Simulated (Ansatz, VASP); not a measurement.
## In: VASP beside Ansatz

File INCAR:

```
SYSTEM = In
  PREC = Accurate
  ENCUT = 520
  EDIFF = 1E-6
  ISMEAR = -5
  SIGMA = 0.05
  LREAL = .FALSE.
  LASPH = .TRUE.
  NELM = 100
  ALGO = Normal
  ISIF = 2
  LWAVE = .FALSE.
  LCHARG = .FALSE.
  GGA = VW
  NBANDS = 12
```

The input KPOINTS:

```
Automatic mesh
0
G
  10 10 10
  0 0 0
```

File POSCAR:

```
In
1.0
   -1.8825252400      1.8825252400      1.8825252400
    1.8825252400     -1.8825252400      1.8825252400
    1.8825252400      1.8825252400     -1.8825252400
In
1
Direct
    0.0000000000      0.0000000000      0.0000000000
```

Contents of input.yaml:

```yaml
crystal:
  lattice:
    - [-1.88252524, 1.88252524, 1.88252524]
    - [1.88252524, -1.88252524, 1.88252524]
    - [1.88252524, 1.88252524, -1.88252524]
  atoms:
    - { symbol: In, position: [0.0, 0.0, 0.0] }
hamiltonian:
  xc: { exchange: slater, correlation: vwn5 }
  pseudopotentials: { kind: paw, level: accurate }
kpoints:
  mp_grid: { grid: [10, 10, 10] }
scf:
  occupations: { method: tetrahedron }
output:
  forces: true
  stress: true
  write_density: true
  write_potential: true
  elf: true
  volumetric_format: npy
```

Alike in both runs: functional SVWN5; k mesh 10 × 10 × 10; occupations tetrahedron; no spin polarisation.

|  | VASP | Ansatz |
| --- | --- | --- |
| version | VASP 6.6.1 | Ansatz 0.2.0 |
| potentials or method | VASP PAW PBE potentials, release 64 (In_d) | Ansatz PAW earlier set |
| plane-wave cutoff (eV) | 520 | 620 |
| valence electrons in the cell | 13 | 21 |
| task | single point | electron localisation function |

```csv
,VASP,Ansatz,Ansatz less VASP
gap on the k mesh at the Fermi level (eV),none,none,-
pressure (GPa),-2.7,-2.6,+0.03
```

VASP's potentials were made for PBE, not for SVWN5. A gap of «none» marks a metal or a gap that the smearing closes. With one functional, cell and mesh, what is left measures potentials, basis and numerics. VASP's potentials hold 13 valence electrons a cell and Ansatz's 21, so a difference there can come from the potentials and not from the codes.
